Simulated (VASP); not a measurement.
# ZrC (P-6m2) in VASP: a series of runs, part 2 of 2

VASP 6.6.1. Earlier steps stand in the parts before.

## (3) Relaxation of cell and atoms, PBE

This run uses another cell than the first one, of 12.22 Å³/atom, 0.898 times its volume.

INCAR reads:

```
ALGO     = Normal         # electronic algorithm
EDIFF    = 1E-6           # SCF threshold, eV
EDIFFG   = -0.01          # ionic threshold
ENCUT    = 600            # plane-wave cutoff, eV
GGA      = PE             # functional
IBRION   = 2              # ionic algorithm
ISIF     = 3              # what is computed and relaxed
ISMEAR   = 0              # smearing method
LASPH    = T              # aspherical terms in the spheres
LCHARG   = F              # write CHGCAR
LREAL    = F              # projectors in reciprocal space
LWAVE    = F              # write WAVECAR
NELM     = 100            # most SCF steps
NSW      = 80             # ionic steps
PREC     = Accurate       # precision mode
SIGMA    = 0.05           # smearing width, eV
```

KPOINTS reads:

```
k-points
0
Gamma
  12 12 12
```

POSCAR reads:

```
ZrC
1.0
    3.0690055015      0.0000000000      0.0000000000
   -1.5345027508      2.6578367287      0.0000000000
    0.0000000000      0.0000000000      2.9951973183
Zr C
1 1
Direct
    0.0000000000      0.0000000000      0.0000000000
    0.6666666667      0.3333333333      0.5000000000
```

Potentials or basis: VASP PAW PBE potentials, release 64 (Zr_sv, C).

Run with:

```sh
> cat potpaw_PBE.64/Zr_sv/POTCAR potpaw_PBE.64/C/POTCAR > POTCAR
> mpirun -np 1 vasp_std > vasp.out
```

OUTCAR:

```text
EDIFF = 1E-6
   EDIFFG = -0.01
   ENCUT = 600
   GGA = PE
   IBRION = 2
   ISIF = 3
   ISMEAR = 0
   LASPH = T
   LREAL = F
   NELM = 100
   NSW = 80
   PREC = Accurate

 ion  position               nearest neighbor table
   1  0.000  0.000  0.000-   2 2.32   2 2.32   2 2.32   2 2.32   2 2.32   2 2.32
   2  0.667  0.333  0.500-   1 2.32   1 2.32   1 2.32   1 2.32   1 2.32   1 2.32

  LATTYP: Found a hexagonal cell.
 ALAT       =     3.0690055015
 C/A-ratio  =     0.9759504559

  Lattice vectors:

 A1 = (   3.0690055015,   0.0000000000,   0.0000000000)
 A2 = (  -1.5345027508,   2.6578367287,   0.0000000000)
 A3 = (   0.0000000000,   0.0000000000,   2.9951973183)

Analysis of symmetry for initial positions (statically):
=====================================================================
 Subroutine PRICEL returns:
 Original cell was already a primitive cell.

 Routine SETGRP: Setting up the symmetry group for a
 hexagonal supercell.

 Subroutine GETGRP returns: Found 12 space group operations
 (whereof 12 operations were pure point group operations)
 out of a pool of 24 trial point group operations.

The static configuration has the point symmetry D_3h.

Analysis of symmetry for dynamics (positions and initial velocities):
=====================================================================
 Subroutine PRICEL returns:
 Original cell was already a primitive cell.

 Routine SETGRP: Setting up the symmetry group for a
 hexagonal supercell.

 Subroutine GETGRP returns: Found 12 space group operations
 (whereof 12 operations were pure point group operations)
 out of a pool of 24 trial point group operations.

The dynamic configuration has the point symmetry D_3h.

 Subroutine INISYM returns: Found 12 space group operations
 (whereof 12 operations are pure point group operations),
 and found     1 'primitive' translations

----------------------------------------------------------------------------------------

                                     Primitive cell

  volume of cell :      24.4316

  direct lattice vectors                    reciprocal lattice vectors
     3.069005501  0.000000000  0.000000000     0.325838451  0.188122918  0.000000000
    -1.534502751  2.657836729  0.000000000     0.000000000  0.376245835  0.000000000
     0.000000000  0.000000000  2.995197318     0.000000000  0.000000000  0.333867820

  length of vectors
     3.069005501  3.069005502  2.995197318     0.376245835  0.376245835  0.333867820

  position of ions in fractional coordinates (direct lattice)
     0.000000000  0.000000000  0.000000000
     0.666666667  0.333333333  0.500000000

  ion indices of the primitive-cell ions
   primitive index   ion index
                 1           1
                 2           2

----------------------------------------------------------------------------------------

 KPOINTS: k-points

Automatic generation of k-mesh.
 Grid dimensions read from file:
 generate k-points for:   12   12   12

 Generating k-lattice:

  Cartesian coordinates                     Fractional coordinates (reciprocal lattice)
     0.027153204  0.015676910  0.000000000     0.083333333  0.000000000  0.000000000
     0.000000000  0.031353820  0.000000000     0.000000000  0.083333333  0.000000000
     0.000000000  0.000000000  0.027822318     0.000000000  0.000000000  0.083333333

  Length of vectors
     0.031353820  0.031353820  0.027822318

  Shift w.r.t. Gamma in fractional coordinates (k-lattice)
     0.000000000  0.000000000  0.000000000

 Subroutine IBZKPT returns following result:
 ===========================================

 Found    133 irreducible k-points:

 Following reciprocal coordinates:
            Coordinates               Weight
  0.000000  0.000000  0.000000      1.000000
  0.083333 -0.000000  0.000000      6.000000
  0.166667  0.000000  0.000000      6.000000
  0.250000  0.000000  0.000000      6.000000
  0.333333  0.000000  0.000000      6.000000
  0.416667 -0.000000  0.000000      6.000000
[... 16 lines left out ...]
  0.250000  0.000000  0.083333     12.000000
  0.333333  0.000000  0.083333     12.000000
 [... further k-points ...]
   k-points           NKPTS =    133   k-points in BZ     NKDIM =    133   number of bands    NBANDS=     12
   number of dos      NEDOS =    301   number of ions     NIONS =      2
   total plane-waves  NPLWV =  18816
   dimension x,y,z NGX =    28 NGY =   28 NGZ =   24
   dimension x,y,z NGXF=    56 NGYF=   56 NGZF=   48
   ions per type =               1   1
   NGX,Y,Z   is equivalent  to a cutoff of  15.17, 15.17, 13.32 a.u.
   NGXF,Y,Z  is equivalent  to a cutoff of  30.33, 30.33, 26.64 a.u.
 SYSTEM =  unknown system
   PREC   = accura    normal or accurate (medium, high low for compatibility)
   ISTART =      0    job   : 0-new  1-cont  2-samecut
   ICHARG =      2    charge: 1-file 2-atom 10-const
   ISPIN  =      1    spin polarized calculation?
   LNONCOLLINEAR =      F non collinear calculations
   LSORBIT =      F    spin-orbit coupling
   LASPH  =      T    aspherical Exc in radial PAW
   ENCUT  =  600.0 eV  44.10 Ry    6.64 a.u.   6.13  6.13  5.98*2*pi/ulx,y,z
   NELM   =    100;   NELMIN=  2; NELMDL= -5     # of ELM steps
   EDIFF  = 0.1E-05   stopping-criterion for ELM
   LREAL  =      F    real-space projection
   EDIFFG = -.1E-01   stopping-criterion for IOM
   NSW    =     80    number of steps for IOM
   IBRION =      2    ionic relax: 0-MD 1-quasi-New 2-CG
   NFREE  =      1    steps in history (QN), initial steepest desc. (CG)
   ISIF   =      3    stress and relaxation
   ISYM   =      2    0-nonsym 1-usesym 2-fastsym
   POTIM  = 0.5000    time-step for ionic-motion
   TEBEG  =    0.0;   TEEND  =   0.0 temperature during run
   PSTRESS=    0.0 pullay stress
   NELECT =      16.0000    total number of electrons
   NUPDOWN=      -1.0000    fix difference up-down
   EMIN   =  10.00;   EMAX   =-10.00  energy-range for DOS
   EFERMI =   0.00;   METHOD = LEGACY
   ISMEAR =     0;   SIGMA  =   0.05  broadening in eV -4-tet -1-fermi 0-gaus
   EFERMI_NEDOS =   21; number of points for ismear=-14 and -15
   IALGO  =     38    algorithm
   IMIX   =      4    mixing-type and parameters
     AMIX     =   0.40;   BMIX     =  1.00
     AMIX_MAG =   1.60;   BMIX_MAG =  1.00
  volume/ion in A,a.u.               =      12.22        82.44
  Fermi-wavevector in a.u.,A,eV,Ry     =   1.421666  2.686560 27.499215  2.021135
  Thomas-Fermi vector in A             =   2.542452
   LORBIT       =      0    0 simple, 1 ext, 2 COOP (PROOUT), +10 PAW based schemes
   GGA     = PE    functional components
   LHFCALC =     F    Hartree Fock is set to
   AEXX    =    0.0000 exact exchange contribution
   IVDW    =     0    specifies the selected vdW correction
   LEPSILON=     F    determine dielectric tensor
   LRPA    =     F    only Hartree local field effects (RPA)
 conjugate gradient relaxation of ions
 non-spin polarized calculation
 Gauss-broadening in eV      SIGMA  =   0.05
  energy-cutoff  :      600.00
  volume of cell :       24.43
 maximum number of plane-waves:       834
 NGX is ok and might be reduce to    28
   NGX = 13   NGY = 13   NGZ = 11

--------------------------------------- Ionic step        1  -------------------------------------------

 number of electron      16.0000001 magnetization

 Free energy of the ion-electron system (eV)
  ---------------------------------------------------
  ext. energy  EPLUGINS =         0.00000000
  ---------------------------------------------------
  free energy    TOTEN  =       -17.71659302 eV

  energy without entropy =      -17.71617395  energy(sigma->0) =      -17.71638349

 E-fermi :  10.1472     XC(G=0): -12.3941

 val. band max:       10.1205319903   @ k =   0.3333   0.2500   0.4167
 cond. band min:      10.1615799770   @ k =   0.0000   0.0000   0.5000
 fundamental gap:      0.0410479867
 Fermi energy:        10.1472056667

 k-point     1 :       0.0000    0.0000    0.0000
  band No.  band energies     occupation
      1     -37.6644      2.00000
      2     -15.2767      2.00000
      3     -15.2767      2.00000
      4     -15.1519      2.00000
      5      -1.1033      2.00000
      6       8.6772      2.00000
      7       8.9273      2.00000
      8       8.9273      2.00000
      9      11.4617      0.00000
     10      15.9441      0.00000
     11      15.9443      0.00000
     12      16.7073      0.00000
[... 446 lines left out ...]
  FREE ENERGIE OF THE ION-ELECTRON SYSTEM (eV)
  ---------------------------------------------------
  free  energy   TOTEN  =       -17.9933756593 eV

  energy  without entropy=      -17.9926859247  energy(sigma->0) =      -17.99303079

[... ionic steps 4 to 8 ...]

--------------------------------------- Ionic step        9  -------------------------------------------

 number of electron      16.0000001 magnetization

------------------------ aborting loop because EDIFF is reached ----------------------------------------
[... 67 lines left out ...]
--------------------------------------- Ionic step       11  -------------------------------------------

 number of electron      16.0000001 magnetization

 Free energy of the ion-electron system (eV)
  ---------------------------------------------------
  ext. energy  EPLUGINS =         0.00000000
  ---------------------------------------------------
  free energy    TOTEN  =       -18.01342208 eV

  energy without entropy =      -18.01276989  energy(sigma->0) =      -18.01309599

 E-fermi :   8.9659     XC(G=0): -11.8330

 val. band max:        8.9658576548   @ k =   0.3333   0.0000   0.0833
 cond. band min:       8.9758608358   @ k =   0.3333   0.3333   0.4167
 fundamental gap:      0.0100031810
 Fermi energy:         8.9659039232

 k-point     1 :       0.0000    0.0000    0.0000
  band No.  band energies     occupation
      1     -39.2427      2.00000
      2     -17.0452      2.00000
      3     -17.0452      2.00000
      4     -16.6411      2.00000
      5      -1.9972      2.00000
      6       7.3982      2.00000
      7       7.3982      2.00000
      8       7.7461      2.00000
      9      10.6728      0.00000
     10      14.1716      0.00000
     11      14.2199      0.00000
     12      14.2199      0.00000
[... 374 lines left out ...]
  FREE ENERGIE OF THE ION-ELECTRON SYSTEM (eV)
  ---------------------------------------------------
  free  energy   TOTEN  =       -18.0134220827 eV

  energy  without entropy=      -18.0127698884  energy(sigma->0) =      -18.01309599

 reached required accuracy - stopping structural energy minimisation
```

Run time: 1.7 min. Hardware: 1 thread of Intel Xeon 6975P-C (Granite Rapids), shared host; peak memory 0.2 GiB.

What came out:

- Free energy: -18.0134 eV
- Relaxed volume: 13.61 Å³/atom
- Relaxed cell: a = 3.270 Å, b = 3.270 Å, c = 2.940 Å, α = 90.00°, β = 90.00°, γ = 120.00°
- Space group after relaxing (to 0.05 Å): P-6m2 (No. 187)
- Energy gained by relaxing: 148.4 meV/atom
- Ionic steps: 11
- Pressure after relaxing: 0.1 GPa
- Band gap on the k mesh: zero (band 8 reaches 9.22 eV, above the bottom of band 9 at 8.82 eV)

The path:
```tsv
step	energy change (eV)	largest force (eV/Å)	pressure (GPa)	volume (Å³)
1	0.0000	0.0000	22.21	24.43
2	-0.0770	0.0000	-17.75	30.82
3	-0.2768	0.0000	-3.48	27.65
4	-0.2769	0.0000	-3.07	27.58
5	-0.2897	0.0000	2.25	26.99
6	-0.2968	0.0000	0.15	27.21
7	-0.2968	0.0000	0.08	27.22
8	-0.2968	0.0000	-0.05	27.25
9	-0.2968	0.0000	-0.09	27.25
10	-0.2968	0.0000	-0.14	27.25
11	-0.2968	0.0000	0.07	27.23
```

Final structure:
```
Zr C
1.0
     3.26991    0.00000    0.00000
    -1.63495    2.83182    0.00000
     0.00000    0.00000    2.94029
Zr C
1 1
Cartesian
  3.2699 0.0000 2.9403
  1.6350 0.9439 1.4701
```

Levels at points of the mesh, in eV from the Fermi level:
```tsv
k point	band 4	band 5	band 6	band 7	band 8	band 9	band 10	band 11	band 12
(0.00, 0.00, 0.00)	-25.61	-10.96	-1.57	-1.57	-1.22	1.71	5.21	5.25	5.25
(0.50, 0.00, 0.00)	-25.52	-8.97	-4.06	-0.83	-0.54	0.38	4.66	5.14	5.37
(0.00, 0.00, 0.50)	-25.89	-8.12	-4.97	-0.54	-0.54	1.73	1.73	4.81	4.81
(0.50, 0.00, 0.50)	-26.03	-9.00	-3.56	-2.26	-2.04	2.04	5.42	6.51	6.88
```

## (4) Relaxation of cell and atoms, PBE

INCAR reads:

```
  PREC = Accurate
  ENCUT = 600
  EDIFF = 1E-6
  ISMEAR = 0
  SIGMA = 0.05
  LREAL = F
  LASPH = T
  NELM = 100
  ALGO = Normal
  ISIF = 3
  LWAVE = F
  LCHARG = F
  GGA = PE
  IBRION = 2
  NSW = 50
  EDIFFG = -0.01
```

KPOINTS reads:

```
regular mesh
0
Gamma
  12 12 12
```

POSCAR reads:

```
ZrC
1.0
    3.2695327459      0.0000000000      0.0000000000
   -1.6347663730      2.8314984164      0.0000000000
    0.0000000000      0.0000000000      2.9397343697
Zr C
1 1
Direct
    0.0000000000      0.0000000000      0.0000000000
    0.6666666667      0.3333333333      0.5000000000
```

Run with:

```sh
> cat potpaw_PBE.64/Zr_sv/POTCAR potpaw_PBE.64/C/POTCAR > POTCAR
> mpirun -np 1 vasp_std > vasp.out
```

Run time: 37 s. Hardware: 1 thread of Intel Xeon 6975P-C (Granite Rapids), shared host; peak memory 0.19 GiB.

It converged, with:

```
Free energy                            : -18.0158 eV
Relaxed volume                         : 13.62 Å³/atom
Relaxed cell                           : a = 3.270 Å, b = 3.270 Å, c = 2.940 Å, α = 90.00°, β = 90.00°, γ = 120.00°
Space group after relaxing (to 0.05 Å) : P-6m2 (No. 187)
Energy gained by relaxing              : 0.0 meV/atom
Ionic steps                            : 3
Pressure after relaxing                : 0.0 GPa
Band gap on the k mesh                 : zero (band 8 reaches 9.22 eV, above the bottom of band 9 at 8.82 eV)
```

Final structure:
```cif
data_structure
_symmetry_space_group_name_H-M 'P 1'
_symmetry_Int_Tables_number 1
_cell_length_a 3.2702
_cell_length_b 3.2702
_cell_length_c 2.9405
_cell_angle_alpha 90.000
_cell_angle_beta 90.000
_cell_angle_gamma 120.000
_cell_volume 27.23
loop_
_atom_site_label
_atom_site_type_symbol
_atom_site_fract_x
_atom_site_fract_y
_atom_site_fract_z
_atom_site_occupancy
Zr1 Zr 0.00000 0.00000 0.00000 1
C1 C 0.66667 0.33333 0.50000 1
```

Levels at points of the mesh, in eV from the Fermi level:
```csv
k point,band 6,band 7,band 8,band 9,band 10,band 11
"(0.00, 0.00, 0.00)",-1.57,-1.57,-1.22,1.71,5.20,5.25
"(0.50, 0.00, 0.00)",-4.06,-0.83,-0.54,0.38,4.66,5.14
"(0.00, 0.00, 0.50)",-4.97,-0.54,-0.54,1.73,1.73,4.81
"(0.50, 0.00, 0.50)",-3.56,-2.26,-2.04,2.04,5.42,6.51
```

## (5) The runs side by side

| task | cell | cutoff (eV) | gap on the mesh (eV) | pressure (GPa) | relaxed volume (Å³/atom) |
| --- | --- | --- | --- | --- | --- |
| single point | a = 3.270, b = 3.270, c = 2.940 Å, angles 90.0, 90.0, 120.0°, 2 atoms | 520 | none | 0.2 | - |
| relaxation of cell and atoms | relaxed from a = 3.069, b = 3.069, c = 2.995 Å, angles 90.0, 90.0, 120.0°, 2 atoms | 600 | none | 0.1 | 13.61 |
| relaxation of cell and atoms | relaxed from a = 3.270, b = 3.270, c = 2.940 Å, angles 90.0, 90.0, 120.0°, 2 atoms | 600 | none | 0.0 | 13.62 |

Alike in all rows: level PBE; potentials or basis VASP PAW PBE potentials, release 64 (Zr_sv, C); no spin polarisation; k mesh 12 × 12 × 12; smearing gaussian 0.05 eV.

Absolute energies hang on the potentials; compare differences alone.
